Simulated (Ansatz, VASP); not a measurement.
## ZnCdH4 in VASP and in Ansatz

INCAR

```
ALGO = Normal ; EDIFF = 1E-6
EDIFFG = -0.04 ; ENCUT = 600
GGA = PE ; IBRION = 2
ISIF = 3 ; ISMEAR = 0
LASPH = True ; LCHARG = False
LREAL = False ; LWAVE = False
NELM = 100 ; NSW = 90
PREC = Accurate ; SIGMA = 0.1
```

KPOINTS

```
k-points
0
Gamma
  4 4 4
```

POSCAR

```
ZnCdH4
1.0
    3.9852002200      0.0000000000      0.0000000000
    0.0000000000      3.9852002200      0.0000000000
    0.0000000000      0.0000000000      6.2664343500
Zn Cd H
1 1 4
Direct
    0.0000000000      0.0000000000      0.0000000000
    0.5000000000      0.5000000000      0.5000000000
    0.0000000000      0.0000000000      0.6788081900
    0.5000000000      0.0000000000      0.0000000000
    0.0000000000      0.5000000000      0.0000000000
    0.0000000000      0.0000000000      0.3211918100
```

Input for Ansatz:

```yaml
crystal:
  lattice:
    - [3.98520022, 0.0, 0.0]
    - [0.0, 3.98520022, 0.0]
    - [0.0, 0.0, 6.26643435]
  atoms:
    - { symbol: Zn, position: [0.0, 0.0, 0.0] }
    - { symbol: Cd, position: [0.5, 0.5, 0.5] }
    - { symbol: H, position: [0.0, 0.0, 0.67880819] }
    - { symbol: H, position: [0.5, 0.0, 0.0] }
    - { symbol: H, position: [0.0, 0.5, 0.0] }
    - { symbol: H, position: [0.0, 0.0, 0.32119181] }
basis:
  ecutwfc: 420
kpoints:
  mp_grid: { grid: [4, 4, 4] }
hamiltonian:
  xc: pbe
scf:
  occupations: { method: gaussian, width: 0.1 }
  lower_state_search: "off"
output:
  forces: true
  stress: true
  eigenvalues: true
relax:
  adjacent_minimum: "off"
  f_tol: 0.04
  max_steps: 70
  cell: { stress_tol: 0.4 }
```

Alike in both runs: task relaxation of cell and atoms; functional PBE; k mesh 4 × 4 × 4; occupations gaussian, width 0.1 eV; no spin polarisation.

|  | VASP | Ansatz |
| --- | --- | --- |
| version | VASP 6.6.1 | Ansatz 0.2.0 |
| potentials or method | VASP PAW PBE potentials, release 64 (Zn, Cd, H), cutoff 600 eV | scalar-relativistic, plane waves, PAW |
| valence electrons in the cell | 28 | 36 |

|  | VASP | Ansatz | Ansatz less VASP |
| --- | --- | --- | --- |
| gap on the k mesh at the Fermi level, each at its own relaxed structure (eV) | none | none | - |
| relaxed volume (Å³/atom) | 10.73 | 10.70 | -0.038 |
| relaxed cell length with the largest relative difference (Å) | 5.887 | 5.878 | -0.0088 |

A gap of «none» marks a metal or a gap that the smearing closes. VASP's potentials hold 28 valence electrons a cell and Ansatz's 36, so a difference there can come from the potentials and not from the codes.

The k mesh is coarse, so the values compare programs but aren't converged. Noted on VASP's run: the volume moved by over 15 % at a fixed basis, so the end points are rough.
